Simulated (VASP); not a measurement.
# BiTe3 (Pm-3m) in VASP: notebook, part 2 of 2

VASP 6.6.1. The steps go on from the part before.

**3. Single point, PBE (52.92 Å³/atom)**

This run uses another cell than the first one, of 52.92 Å³/atom.

Contents of INCAR:

```
SYSTEM = BiTe3
  PREC = Accurate
  ENCUT = 520
  EDIFF = 1E-6
  ISMEAR = 0
  SIGMA = 0.05
  LREAL = .False.
  LASPH = .True.
  NELM = 100
  ALGO = Normal
  ISIF = 2
  LWAVE = .False.
  LCHARG = .True.
  GGA = PE
  LELF = .True.
  LVHAR = .True.
  NBANDS = 24
```

Contents of KPOINTS:

```
regular mesh
0
Gamma
  6 6 6
  0 0 0
```

Contents of POSCAR:

```
BiTe3
1.0
    5.9596256764      0.0000000000      0.0000000000
    0.0000000000      5.9596256764      0.0000000000
    0.0000000000      0.0000000000      5.9596256764
Bi Te
1 3
Direct
    0.0000000000      0.0000000000      0.0000000000
    0.5000000000      0.0000000000      0.0000000000
    0.0000000000      0.0000000000      0.5000000000
    0.0000000000      0.5000000000      0.0000000000
```

Potentials or basis: VASP PAW PBE potentials, release 64 (Bi_d, Te).

Run with:

```console
cat potpaw_PBE.64/Bi_d/POTCAR potpaw_PBE.64/Te/POTCAR > POTCAR
mpirun -np 1 vasp_std > vasp.out
```

OUTCAR:

```text
SYSTEM = BiTe3
   PREC = Accurate
   ENCUT = 520
   EDIFF = 1E-6
   ISMEAR = 0
   LREAL = .False.
   LASPH = .True.
   NELM = 100
   ISIF = 2
   GGA = PE

 ion  position               nearest neighbor table
   1  0.000  0.000  0.000-   2 2.98   3 2.98   4 2.98   3 2.98   4 2.98   2 2.98
   2  0.500  0.000  0.000-   1 2.98   1 2.98
   3  0.000  0.000  0.500-   1 2.98   1 2.98
   4  0.000  0.500  0.000-   1 2.98   1 2.98

  LATTYP: Found a simple cubic cell.
 ALAT       =     5.9596256764

  Lattice vectors:

 A1 = (   5.9596256764,   0.0000000000,   0.0000000000)
 A2 = (   0.0000000000,   5.9596256764,   0.0000000000)
 A3 = (   0.0000000000,   0.0000000000,   5.9596256764)

Analysis of symmetry for initial positions (statically):
=====================================================================
 Subroutine PRICEL returns:
 Original cell was already a primitive cell.

 Routine SETGRP: Setting up the symmetry group for a
 simple cubic supercell.

 Subroutine GETGRP returns: Found 48 space group operations
 (whereof 48 operations were pure point group operations)
[... 163 lines left out ...]

 E-fermi :   1.2798     XC(G=0):  -6.9685

 val. band max:        1.2640200393   @ k =   0.5000   0.3333   0.3333
 cond. band min:       1.2890011669   @ k =   0.5000   0.3333   0.0000
 fundamental gap:      0.0249811275
 Fermi energy:         1.2798496272

 k-point     1 :       0.0000    0.0000    0.0000
  band No.  band energies     occupation
      1     -21.6363      2.00000
      2     -21.6363      2.00000
      3     -21.5844      2.00000
      4     -21.5844      2.00000
      5     -21.5844      2.00000
      6     -11.2234      2.00000
[... 529 lines left out ...]
     23       8.5628      0.00000
     24       8.5628      0.00000

------------------------ aborting loop because EDIFF is reached ----------------------------------------

  FORCE on cell =-STRESS in cart. coord.  units (eV):
  Direction    XX          YY          ZZ          XY          YZ          ZX
  --------------------------------------------------------------------------------------
  -------------------------------------------------------------------------------------
  Total        1.0695269      1.0695269      1.0695269      0.0000000      0.0000000     -0.0000000
  in kB        8.0955312      8.0955312      8.0955312      0.0000000      0.0000000     -0.0000000
  external PRESSURE =       8.0955312 kB  Pullay stress =       0.0000000 kB

 VOLUME and BASIS-vectors are now :
 -----------------------------------------------------------------------------
  energy-cutoff  :      520.00
  volume of cell :      211.67
      direct lattice vectors                 reciprocal lattice vectors
     5.959625676  0.000000000  0.000000000     0.167795773  0.000000000  0.000000000
     0.000000000  5.959625676  0.000000000     0.000000000  0.167795773  0.000000000
     0.000000000  0.000000000  5.959625676     0.000000000  0.000000000  0.167795773

 POSITION                                       TOTAL-FORCE (eV/Angst)
 -----------------------------------------------------------------------------------
      0.00000      0.00000      0.00000         0.000000      0.000000      0.000000
      2.97981      0.00000      0.00000         0.000000      0.000000      0.000000
      0.00000      0.00000      2.97981         0.000000      0.000000      0.000000
      0.00000      2.97981      0.00000         0.000000      0.000000      0.000000
 -----------------------------------------------------------------------------------
    total drift:                                0.000000     -0.000000      0.000000

  FREE ENERGIE OF THE ION-ELECTRON SYSTEM (eV)
  ---------------------------------------------------
  free  energy   TOTEN  =       -10.6760576799 eV

  energy  without entropy=      -10.6549488144  energy(sigma->0) =      -10.66550325
```

stdout:

```text
POSCAR found type information on POSCAR BiTe
 POSCAR found :  2 types and       4 ions
 scaLAPACK will be used
 LDA part: xc-table for (Slater+PW92), standard interpolation
 POSCAR, INCAR and KPOINTS ok, starting setup
 FFT: planning ... GRIDC
 FFT: planning ... GRID_SOFT
 FFT: planning ... GRID
 WAVECAR not read
 entering main loop
```

Run time: 1.8 min. Hardware: 1 thread of Intel Xeon 8259CL, shared host; peak memory 0.37 GiB.

Results:

* Free energy: -10.6761 eV
* Pressure: 0.8 GPa
* Band gap on the k mesh: zero (an odd number of electrons rules out a gap without spin polarisation)

Caveat: spin-orbit coupling is left out, which moves the levels of the heavy elements.

**4. Single point, PBE (54.02 Å³/atom)**

This run uses another cell than the first one, of 54.02 Å³/atom.

Contents of INCAR:

```
PREC = Accurate ; ENCUT = 520
EDIFF = 1E-7 ; ISMEAR = 0
SIGMA = 0.05 ; LREAL = F
LASPH = T ; NELM = 100
ALGO = Normal ; ISIF = 2
LWAVE = F ; LCHARG = F
GGA = PE ; NBANDS = 24
```

Contents of KPOINTS:

```
Automatic mesh
0
Gamma
  6 6 6
```

Contents of POSCAR:

```
BiTe3
1.0
    6.0007278420      0.0000000000      0.0000000000
    0.0000000000      6.0007278420      0.0000000000
    0.0000000000      0.0000000000      6.0007278420
Bi Te
1 3
Direct
    0.0000000000      0.0000000000      0.0000000000
    0.5000000000      0.0000000000      0.0000000000
    0.0000000000      0.0000000000      0.5000000000
    0.0000000000      0.5000000000      0.0000000000
```

Potentials or basis: VASP PAW PBE potentials, release 64 (Bi_d, Te).

Run with:

```console
cat potpaw_PBE.64/Bi_d/POTCAR potpaw_PBE.64/Te/POTCAR > POTCAR
mpirun -np 1 vasp_std > vasp.out
```

OUTCAR:

```text
PREC = Accurate
   ENCUT = 520
   EDIFF = 1E-7
   ISMEAR = 0
   LREAL = F
   LASPH = T
   NELM = 100
   ISIF = 2
   GGA = PE

 ion  position               nearest neighbor table
   1  0.000  0.000  0.000-   2 3.00   3 3.00   4 3.00   3 3.00   4 3.00   2 3.00
   2  0.500  0.000  0.000-   1 3.00   1 3.00
   3  0.000  0.000  0.500-   1 3.00   1 3.00
   4  0.000  0.500  0.000-   1 3.00   1 3.00

  LATTYP: Found a simple cubic cell.
[... 730 lines left out ...]

  FORCE on cell =-STRESS in cart. coord.  units (eV):
  Direction    XX          YY          ZZ          XY          YZ          ZX
  --------------------------------------------------------------------------------------
  -------------------------------------------------------------------------------------
  Total        0.5139058      0.5139058      0.5139058     -0.0000000     -0.0000000      0.0000000
  in kB        3.8105030      3.8105030      3.8105030     -0.0000000     -0.0000000      0.0000000
  external PRESSURE =       3.8105030 kB  Pullay stress =       0.0000000 kB

 VOLUME and BASIS-vectors are now :
 -----------------------------------------------------------------------------
  energy-cutoff  :      520.00
  volume of cell :      216.08
      direct lattice vectors                 reciprocal lattice vectors
     6.000727842  0.000000000  0.000000000     0.166646451  0.000000000  0.000000000
     0.000000000  6.000727842  0.000000000     0.000000000  0.166646451  0.000000000
     0.000000000  0.000000000  6.000727842     0.000000000  0.000000000  0.166646451

 POSITION                                       TOTAL-FORCE (eV/Angst)
 -----------------------------------------------------------------------------------
      0.00000      0.00000      0.00000         0.000000      0.000000      0.000000
      3.00036      0.00000      0.00000         0.000000      0.000000      0.000000
      0.00000      0.00000      3.00036         0.000000      0.000000      0.000000
      0.00000      3.00036      0.00000         0.000000      0.000000      0.000000
 -----------------------------------------------------------------------------------
    total drift:                                0.000000     -0.000000      0.000000

  FREE ENERGIE OF THE ION-ELECTRON SYSTEM (eV)
  ---------------------------------------------------
  free  energy   TOTEN  =       -10.6927277002 eV

  energy  without entropy=      -10.6720505245  energy(sigma->0) =      -10.68238911
```

OSZICAR:

```text
N       E                     dE             d eps       ncg     rms          rms(c)
DAV:   1     0.230201023889E+03    0.23020E+03   -0.12936E+04   968   0.111E+03
DAV:   2     0.802340222455E+01   -0.22218E+03   -0.21422E+03  1168   0.253E+02
DAV:   3    -0.102715493336E+02   -0.18295E+02   -0.17818E+02  1136   0.866E+01
DAV:   4    -0.108700404926E+02   -0.59849E+00   -0.59489E+00  1392   0.183E+01
DAV:   5    -0.108859597490E+02   -0.15919E-01   -0.15918E-01  1344   0.256E+00    0.483E+00
DAV:   6    -0.106909974575E+02    0.19496E+00   -0.35568E-01  1288   0.474E+00    0.349E+00
DAV:   7    -0.106929676274E+02   -0.19702E-02   -0.78132E-02  1144   0.114E+00    0.148E+00
DAV:   8    -0.106926825550E+02    0.28507E-03   -0.45783E-03  1288   0.579E-01    0.312E-01
DAV:   9    -0.106927136288E+02   -0.31074E-04   -0.73230E-04  1288   0.182E-01    0.600E-02
DAV:  10    -0.106927259832E+02   -0.12354E-04   -0.15030E-04  1056   0.651E-02    0.350E-02
DAV:  11    -0.106927288872E+02   -0.29039E-05   -0.14873E-05  1368   0.253E-02    0.132E-02
DAV:  12    -0.106927282906E+02    0.59656E-06   -0.48726E-06  1008   0.129E-02    0.388E-03
DAV:  13    -0.106927276103E+02    0.68037E-06   -0.78138E-07  1264   0.472E-03    0.180E-03
DAV:  14    -0.106927277390E+02   -0.12871E-06   -0.17312E-07   832   0.273E-03    0.867E-04
DAV:  15    -0.106927277002E+02    0.38769E-07   -0.20290E-08   848   0.104E-03
   1 F= -.10692728E+02 E0= -.10682389E+02  d E =-.206772E-01
```

stdout:

```text
POSCAR found type information on POSCAR BiTe
 POSCAR found :  2 types and       4 ions
 scaLAPACK will be used
 LDA part: xc-table for (Slater+PW92), standard interpolation
 POSCAR, INCAR and KPOINTS ok, starting setup
 FFT: planning ... GRIDC
 FFT: planning ... GRID_SOFT
 FFT: planning ... GRID
 WAVECAR not read
 entering main loop
```

Wall time 2.1 min (1 thread of Intel Xeon 8259CL, shared host); peak memory 0.37 GiB.

Results:

- Free energy: -10.6927 eV
- Pressure: 0.4 GPa
- Band gap on the k mesh: zero (an odd number of electrons rules out a gap without spin polarisation)

Caveat: spin-orbit coupling is left out, which moves the levels of the heavy elements.

**5. The runs side by side**

| cell | gap on the mesh (eV) | pressure (GPa) |
| --- | --- | --- |
| a = 5.928 Å, 4 atoms | none | 1.2 |
| a = 5.960 Å, 4 atoms | none | 0.8 |
| a = 6.001 Å, 4 atoms | none | 0.4 |

Alike in all rows: task single point; level PBE; potentials or basis VASP PAW PBE potentials, release 64 (Bi_d, Te); no spin polarisation; k mesh 6 × 6 × 6; cutoff (eV) 520; smearing gaussian 0.05 eV.

Caveats: spin-orbit coupling is left out, which moves the levels of the heavy elements.

Total energies depend on the potentials used, so only differences within one code and one set of settings carry meaning.

The gap in the log of VASP goes by the Fermi energy; the results here count the filled bands.